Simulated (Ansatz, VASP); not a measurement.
**Ru in VASP and in Ansatz**

The input INCAR:

```
PREC = Accurate
ENCUT = 400
EDIFF = 1E-8
ISMEAR = -1
SIGMA = 0.05
LREAL = F
LASPH = T
NELM = 120
ALGO = Normal
ISIF = 2
LWAVE = F
LCHARG = F
LEFG = T
NBANDS = 21
GGA_COMPAT = F
```

The input KPOINTS:

```
regular mesh
0
Gamma
  20 20 11
```

Contents of POSCAR:

```
Ru
1.0
    2.7058000000      0.0000000000      0.0000000000
   -1.3529000000      2.3432915376      0.0000000000
    0.0000000000      0.0000000000      4.2819000000
Ru
2
Direct
    0.3333333333      0.6666666667      0.2500000000
    0.6666666667      0.3333333333      0.7500000000
```

Input for Ansatz:

```yaml
crystal:
  lattice:
    - [2.7058, 0.0, 0.0]
    - [-1.3529, 2.3432915376, 0.0]
    - [0.0, 0.0, 4.2819]
  atoms:
    - { symbol: Ru, position: [0.3333333333, 0.6666666667, 0.25] }
    - { symbol: Ru, position: [0.6666666667, 0.3333333333, 0.75] }
kpoints:
  mp_grid: { grid: [20, 20, 11] }
scf:
  occupations: { method: fermi_dirac, width: 0.05 }
hamiltonian:
  xc: lda
  pseudopotentials: { kind: paw, frozen_core: stored }
output:
  forces: true
  stress: true
  populations: true
  efg: { quadrupole_moments_barn: { Ru: 0.079 } }
```

Alike in both runs: task electric field gradients; functional LDA; k mesh 20 × 20 × 11; occupations fermi-dirac, width 0.05 eV; no spin polarisation.

```csv
,VASP,Ansatz
version,VASP 6.6.1,Ansatz 0.2.0
potentials or method,"VASP PAW LDA potentials, release 64 (Ru_pv)","plane-wave PAW, scalar-relativistic"
plane-wave cutoff (eV),400,420
valence electrons in the cell,28,32
```

```csv
,VASP,Ansatz,Ansatz less VASP
pressure (GPa),-12.3,-12.2,+0.14
"traceless stress, the component that is largest in VASP (GPa)",-1.53,-1.57,-0.044
size of Vzz on the site where it differs most (V/Å²),16.0,13.7,-2.30
```

Ansatz warns that its potentials were made for another functional, while VASP's fit it. LDA's correlation is that of Perdew and Zunger in VASP and of Perdew and Wang (1992) in Ansatz. VASP's potentials hold 28 valence electrons a cell and Ansatz's 32, so a difference there can come from the potentials and not from the codes.
